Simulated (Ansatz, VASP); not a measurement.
## InSe: VASP beside Ansatz

INCAR

```
PREC = Accurate ; ENCUT = 520
EDIFF = 1E-7 ; ISMEAR = 0
SIGMA = 0.03 ; LREAL = False
LASPH = True ; NELM = 60
ALGO = Normal ; ISIF = 2
LWAVE = False ; LCHARG = False
GGA = PE ; IVDW = 12
NBANDS = 48
```

Contents of KPOINTS:

```
Automatic mesh
0
Gamma
  9 9 2
```

File POSCAR:

```
InSe
1.0
   -4.0317714842      0.0000000000      0.0000000000
   -2.0158857421     -3.4916165276      0.0000000000
    0.0000000000      0.0000000000     17.7623716544
In Se
4 4
Direct
    0.3333333333      0.3333333333      0.1572755401
    0.6666666667      0.6666666667      0.6291261460
    0.3333333333      0.3333333333      0.3145750658
    0.6666666667      0.6666666667      0.7864256717
    0.3333333333      0.3333333333      0.5566621036
    0.6666666667      0.6666666667      0.0848114977
    0.3333333333      0.3333333333      0.8588897141
    0.6666666667      0.6666666667      0.3870391082
```

Input for Ansatz:

```yaml
crystal:
  lattice:
    - [-4.0317714892, 0.0, 0.0]
    - [-2.0158857446, -3.4916165319, 0.0]
    - [0.0, 0.0, 17.7623717322]
  atoms:
    - { symbol: In, position: [0.3333333333, 0.3333333333, 0.1572755408] }
    - { symbol: In, position: [0.6666666667, 0.6666666667, 0.6291261468] }
    - { symbol: In, position: [0.3333333333, 0.3333333333, 0.3145750652] }
    - { symbol: In, position: [0.6666666667, 0.6666666667, 0.7864256712] }
    - { symbol: Se, position: [0.3333333333, 0.3333333333, 0.5566621049] }
    - { symbol: Se, position: [0.6666666667, 0.6666666667, 0.0848114989] }
    - { symbol: Se, position: [0.3333333333, 0.3333333333, 0.8588897131] }
    - { symbol: Se, position: [0.6666666667, 0.6666666667, 0.3870391071] }
basis:
  ecutwfc: 420
kpoints:
  mp_grid: { grid: [9, 9, 2] }
hamiltonian:
  xc: pbe
  dispersion: d3bj
scf:
  occupations: { method: gaussian, width: 0.03 }
output:
  forces: true
  stress: true
  eigenvalues: true
```

Alike in both runs: task single point; functional PBE; dispersion D3(BJ); k mesh 9 × 9 × 2; occupations gaussian, width 0.03 eV; no spin polarisation.

|  | VASP | Ansatz |
| --- | --- | --- |
| version | VASP 6.6.1 | Ansatz 0.2.0 |
| potentials or method | VASP PAW PBE potentials, release 64 (In_d, Se), cutoff 520 eV | scalar-relativistic, plane waves, PAW |
| valence electrons in the cell | 76 | 116 |

```csv
,VASP,Ansatz,Ansatz less VASP
gap on the k mesh at the Fermi level (eV),0.71,0.72,+0.011
least direct gap on the mesh (eV),0.71,0.72,+0.011
pressure (GPa),-0.1,-0.2,-0.04
"traceless stress, the component that is largest in VASP (GPa)",-0.16,-0.15,+0.005
rms of the force components (eV/Å),0.034,0.029,-0.0048
```

Atom by atom the forces differ by 0.008 eV/Å (rms over components). VASP's potentials hold 76 valence electrons a cell and Ansatz's 116, so a difference there can come from the potentials and not from the codes.
